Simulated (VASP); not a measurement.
# Co (Fd-3m) in VASP: a series of runs, part 2 of 2

VASP 6.6.1. Earlier steps stand in the parts before.

### Step 3. Single point, PBE, collinear spin, ferromagnetic start (11.96 Å³/atom)

This run uses another cell than the first one, of 11.96 Å³/atom.

Contents of INCAR:

```
ALGO     = Normal         # electronic algorithm
EDIFF    = 1E-6           # SCF threshold, eV
ENCUT    = 520            # plane-wave cutoff, eV
GGA      = PE             # functional
ISIF     = 2              # what is computed and relaxed
ISMEAR   = 0              # smearing method
ISPIN    = 2              # spin polarisation
LASPH    = T              # aspherical terms in the spheres
LCHARG   = F              # write CHGCAR
LMAXMIX  = 4              # l up to which the mixer works
LORBIT   = 11             # projections on sites
LREAL    = F              # projectors in reciprocal space
LWAVE    = F              # write WAVECAR
MAGMOM   = 2.05 2.05 1.96 1.96 1.96 1.96 # initial moments
NBANDS   = 40             # bands
NELM     = 150            # most SCF steps
PREC     = Accurate       # precision mode
SIGMA    = 0.15           # smearing width, eV
```

Contents of KPOINTS:

```
k-points
0
Gamma
  12 12 12
```

Contents of POSCAR:

```
Co
1.0
    0.0000000000      3.2985301075      3.2985301075
    3.2985301075      0.0000000000      3.2985301075
    3.2985301075      3.2985301075      0.0000000000
Co
6
Direct
    0.2500000000      0.2500000000      0.2500000000
    0.0000000000      0.0000000000      0.0000000000
    0.6250000000      0.6250000000      0.1250000000
    0.6250000000      0.1250000000      0.6250000000
    0.1250000000      0.6250000000      0.6250000000
    0.6250000000      0.6250000000      0.6250000000
```

Potentials or basis: VASP PAW PBE potentials, release 64 (Co).

Started as:

```sh
cat potpaw_PBE.64/Co/POTCAR > POTCAR
mpirun -np 1 vasp_std > vasp.out
```

OUTCAR:

```text
EDIFF = 1E-6
   ENCUT = 520
   GGA = PE
   ISIF = 2
   ISMEAR = 0
   ISPIN = 2
   LASPH = T
   LORBIT = 11
   LREAL = F
   NELM = 150
   PREC = Accurate

 ion  position               nearest neighbor table
   1  0.250  0.250  0.250-   3 2.73   4 2.73   5 2.73   4 2.73   5 2.73   6 2.73   3 2.73   5 2.73
                             6 2.73   3 2.73   4 2.73   6 2.73   2 2.86   2 2.86   2 2.86   2 2.86
   2  0.000  0.000  0.000-   3 2.73   4 2.73   6 2.73   3 2.73   5 2.73   6 2.73   4 2.73   5 2.73
                             6 2.73   3 2.73   4 2.73   5 2.73   1 2.86   1 2.86   1 2.86   1 2.86
   3  0.625  0.625  0.125-   6 2.33   4 2.33   5 2.33   6 2.33   4 2.33   5 2.33   1 2.73   2 2.73
                             2 2.73   1 2.73   2 2.73   1 2.73
   4  0.625  0.125  0.625-   6 2.33   3 2.33   3 2.33   5 2.33   6 2.33   5 2.33   1 2.73   1 2.73
                             2 2.73   1 2.73   2 2.73   2 2.73
   5  0.125  0.625  0.625-   6 2.33   3 2.33   4 2.33   3 2.33   4 2.33   6 2.33   1 2.73   2 2.73
                             1 2.73   2 2.73   1 2.73   2 2.73
   6  0.625  0.625  0.625-   3 2.33   4 2.33   5 2.33   3 2.33   4 2.33   5 2.33   2 2.73   1 2.73
                             2 2.73   1 2.73   2 2.73   1 2.73

  LATTYP: Found a face centered cubic cell.
 ALAT       =     6.5970602150

  Lattice vectors:

 A1 = (   0.0000000000,   3.2985301075,   3.2985301075)
 A2 = (   3.2985301075,   0.0000000000,   3.2985301075)
 A3 = (   3.2985301075,   3.2985301075,   0.0000000000)

Analysis of symmetry for initial positions (statically):
=====================================================================
 Subroutine PRICEL returns:
 Original cell was already a primitive cell.

 Routine SETGRP: Setting up the symmetry group for a
 face centered cubic supercell.

 Subroutine GETGRP returns: Found 48 space group operations
 (whereof 24 operations were pure point group operations)
 out of a pool of 48 trial point group operations.

The static configuration has the point symmetry T_d .
 The point group associated with its full space group is O_h .

Analysis of symmetry for dynamics (positions and initial velocities):
[... 201 lines left out ...]
      6       4.9703      1.00000
[... 997 lines left out ...]
     38      16.3701      0.00000
     39      17.4563      0.00000

 [... further k-points ...]

 spin component 2

 k-point     1 :       0.0000    0.0000    0.0000
  band No.  band energies     occupation
      1       0.5647      1.00000
      2       4.4949      1.00000
      3       5.6083      1.00000
      4       5.6083      1.00000
      5       5.6083      1.00000
      6       6.2810      1.00000
[... 997 lines left out ...]
     38      17.0268      0.00000
     39      18.0558      0.00000

 [... further k-points ...]

 [bands above 39 left out]

------------------------ aborting loop because EDIFF is reached ----------------------------------------

  FORCE on cell =-STRESS in cart. coord.  units (eV):
  Direction    XX          YY          ZZ          XY          YZ          ZX
  --------------------------------------------------------------------------------------
  -------------------------------------------------------------------------------------
  Total       -3.2548950     -3.2548950     -3.2548950     -0.0000000      0.0000000     -0.0000000
  in kB      -72.6534454    -72.6534454    -72.6534454     -0.0000000      0.0000000     -0.0000000
  external PRESSURE =     -72.6534454 kB  Pullay stress =       0.0000000 kB

 VOLUME and BASIS-vectors are now :
 -----------------------------------------------------------------------------
  energy-cutoff  :      520.00
  volume of cell :       71.78
      direct lattice vectors                 reciprocal lattice vectors
     0.000000000  3.298530107  3.298530107    -0.151582670  0.151582670  0.151582670
     3.298530107  0.000000000  3.298530107     0.151582670 -0.151582670  0.151582670
     3.298530107  3.298530107  0.000000000     0.151582670  0.151582670 -0.151582670

 POSITION                                       TOTAL-FORCE (eV/Angst)
 -----------------------------------------------------------------------------------
      1.64927      1.64927      1.64927         0.000000     -0.000000      0.000000
      0.00000      0.00000      0.00000        -0.000000      0.000000     -0.000000
      2.47390      2.47390      4.12316        -0.000000     -0.000000      0.000000
      2.47390      4.12316      2.47390        -0.000000     -0.000000      0.000000
      4.12316      2.47390      2.47390        -0.000000     -0.000000      0.000000
      4.12316      4.12316      4.12316        -0.000000     -0.000000      0.000000
 -----------------------------------------------------------------------------------
    total drift:                                0.000000      0.000000      0.000000

  FREE ENERGIE OF THE ION-ELECTRON SYSTEM (eV)
  ---------------------------------------------------
  free  energy   TOTEN  =       -40.9988339487 eV

  energy  without entropy=      -40.9198019164  energy(sigma->0) =      -40.95931793

 total charge

# of ion       s       p       d       tot
------------------------------------------
    1        0.376   0.361   7.161   7.898
    2        0.376   0.361   7.161   7.898
    3        0.513   0.523   7.257   8.292
    4        0.513   0.523   7.257   8.292
    5        0.513   0.523   7.257   8.292
    6        0.513   0.523   7.257   8.292
--------------------------------------------------
tot          2.803   2.813  43.348  48.964

 magnetization (x)

# of ion       s       p       d       tot
------------------------------------------
    1       -0.006  -0.038   1.891   1.847
    2       -0.006  -0.038   1.891   1.847
    3       -0.008  -0.052   1.812   1.752
    4       -0.008  -0.052   1.812   1.752
    5       -0.008  -0.052   1.812   1.752
    6       -0.008  -0.052   1.812   1.752
--------------------------------------------------
tot         -0.042  -0.284  11.030  10.704
```

stdout:

```text
POSCAR found type information on POSCAR Co
 POSCAR found :  1 types and       6 ions
 scaLAPACK will be used
 LDA part: xc-table for (Slater+PW92), standard interpolation
 POSCAR, INCAR and KPOINTS ok, starting setup
 FFT: planning ... GRIDC
 FFT: planning ... GRID_SOFT
 FFT: planning ... GRID
 WAVECAR not read
 entering main loop
```

Wall time 3.8 min (1 thread of Intel Xeon 6975P-C (Granite Rapids), shared host); peak memory 0.43 GiB.

Results:

```
Free energy                                           : -40.9988 eV
Pressure                                              : -7.3 GPa
Net moment                                            : 10.52 μB per cell
Site moments                                          : Co +1.85, +1.75 (each value once) μB
Valence electrons inside the program's atomic spheres : Co 7.90, 8.29 (each value once)
```

Caveat: the cell stands under tension.
